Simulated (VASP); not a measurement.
The system is ScAl7N8.

```
CELL_PARAMETERS angstrom
0.00000 0.00000 -5.07996
3.17485 5.49900 0.00000
3.17485 -5.49900 0.00000
ATOMIC_POSITIONS crystal
Sc 0.00000 0.16667 0.33333
Al 0.00000 0.16667 0.83333
Al 0.00000 0.66667 0.33333
Al 0.00000 0.66667 0.83333
Al 0.50000 0.33333 0.66667
Al 0.50000 0.33333 0.16667
Al 0.50000 0.83333 0.66667
Al 0.50000 0.83333 0.16667
N 0.62000 0.16667 0.33333
N 0.62000 0.16667 0.83333
N 0.62000 0.66667 0.33333
N 0.62000 0.66667 0.83333
N 0.12000 0.33333 0.66667
N 0.12000 0.33333 0.16667
N 0.12000 0.83333 0.66667
N 0.12000 0.83333 0.16667
```

* Program: VASP 6.6.1
* Task: relaxation of cell and atoms
* Functional: PBEsol
* Potentials or basis: VASP PAW PBE potentials, release 64 (Sc_sv, Al, N)
* Cutoff: 600 eV
* k mesh: 4 × 6 × 6
* Occupations: gaussian, width 0.1 eV
* Spin: no spin polarisation

At the start: pressure -1.6 GPa; volume 11.09 Å³/atom.

How do energy, volume and symmetry change on relaxing?

Over 8 steps the energy falls by 52.9 meV/atom and the volume is 10.88 Å³/atom (-1.9 %); space group P3m1 (No. 156, to 0.05 Å).

Step by step:
```
step  energy change (eV)  largest force (eV/Å)  pressure (GPa)  volume (Å³)
   1              0.0000                3.4006           -1.60       177.38
   2             -0.7440                1.0167           -0.38       174.55
   3             -0.7915                0.6521           -0.94       175.14
   4             -0.8380                0.1916            0.84       173.44
   5             -0.8391                0.1747            0.60       173.66
   6             -0.8451                0.0598           -0.33       174.41
   7             -0.8451                0.0615           -0.37       174.45
   8             -0.8472                0.0454           -0.01       174.09
```

Final structure:
```
CELL_PARAMETERS angstrom
0.00000 0.00000 -5.01261
3.16633 5.48424 0.00000
3.16633 -5.48424 0.00000
ATOMIC_POSITIONS crystal
Sc 0.00945 0.16667 0.33333
Al 0.00215 0.16773 0.83387
Al 0.00215 0.66613 0.33227
Al 0.00215 0.66613 0.83387
Al 0.50015 0.33650 0.67301
Al 0.50015 0.33650 0.16350
Al 0.50236 0.83333 0.66667
Al 0.50015 0.82699 0.16350
N 0.58622 0.16667 0.33333
N 0.62139 0.16510 0.83255
N 0.62139 0.66745 0.33490
N 0.62139 0.66745 0.83255
N 0.12391 0.34408 0.68816
N 0.12391 0.34408 0.15592
N 0.11918 0.83333 0.66667
N 0.12391 0.81184 0.15592
```

Caveat: the PAW data sets were made with another functional, which shifts forces and pressure a little; the relaxation stopped at a loose force limit of 0.05 eV/Å, so its end isn't a converged minimum.
